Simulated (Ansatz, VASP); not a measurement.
Two plane-wave programs on Ge

```
CELL_PARAMETERS angstrom
1.49680 3.74199 3.74199
3.74199 1.49680 3.74199
3.74199 3.74199 1.49680
ATOMIC_POSITIONS crystal
Ge 0.50000 0.50000 0.50000
Ge 0.75000 0.75000 0.75000
```

Alike in both runs: task single point; functional PBEsol; k mesh 16 × 16 × 16; occupations gaussian, width 0.15 eV; no spin polarisation.

|  | VASP | Ansatz |
| --- | --- | --- |
| version | VASP 6.6.1 | Ansatz 0.2.0 |
| potentials or method | VASP PAW PBE potentials, release 64 (Ge_d), cutoff 520 eV | scalar-relativistic, plane waves, PAW |
| valence electrons in the cell | 28 | 28 |

```tsv
	VASP	Ansatz	Ansatz less VASP
gap on the k mesh at the Fermi level (eV)	none	none	-
pressure (GPa)	23.2	23.1	-0.08
traceless stress, the component that is largest in VASP (GPa)	-4.50	-4.43	+0.075
rms of the force components (eV/Å)	2.646	2.652	+0.0055
```

VASP's potentials were made for PBE, not for PBEsol. Atom by atom the forces differ by 0.006 eV/Å (rms over components). A gap of «none» marks a metal or a gap that the smearing closes.
